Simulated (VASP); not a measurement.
Runs of VASP 6.6.1 on K. The structure is that of space group Im-3m (No. 229), or close to it. The cells are those of the table. 

```tsv
task	level	potentials or basis	cell	cutoff (eV)	gap on the mesh (eV)	pressure (GPa)
single point	RPBE	VASP PAW PBE potentials, release 64 (K_sv)	a = 4.672 Å, angles 109.5°, 1 atom	520	none	0.1
single point	revPBE+D4	VASP PAW PBE potentials, release 64 (K_sv)	a = 4.607 Å, angles 109.5°, 1 atom	520	none	0.0
relaxation of cell and atoms	revPBE+D3(BJ)	VASP PAW PBE potentials, release 64 (K_sv)	relaxed from a = 4.672 Å, angles 109.5°, 1 atom	600	none	0.0
single point	LDA	VASP PAW LDA potentials, release 64 (K_sv)	a = 4.672 Å, angles 109.5°, 1 atom	520	none	(a)
single point	revPBE+D3(BJ)	VASP PAW PBE potentials, release 64 (K_sv)	a = 4.517 Å, angles 109.5°, 1 atom	520	none	0.0
```

Alike in all rows: no spin polarisation; k mesh 7 × 7 × 7; smearing fermi-dirac 0.05 eV.

Estimate the missing entries.

(a) -0.6.

Caveats: the PAW data sets were made with another functional, which shifts forces and pressure a little (at least some runs).

A gap of «none» marks levels without a gap at the run's occupations.
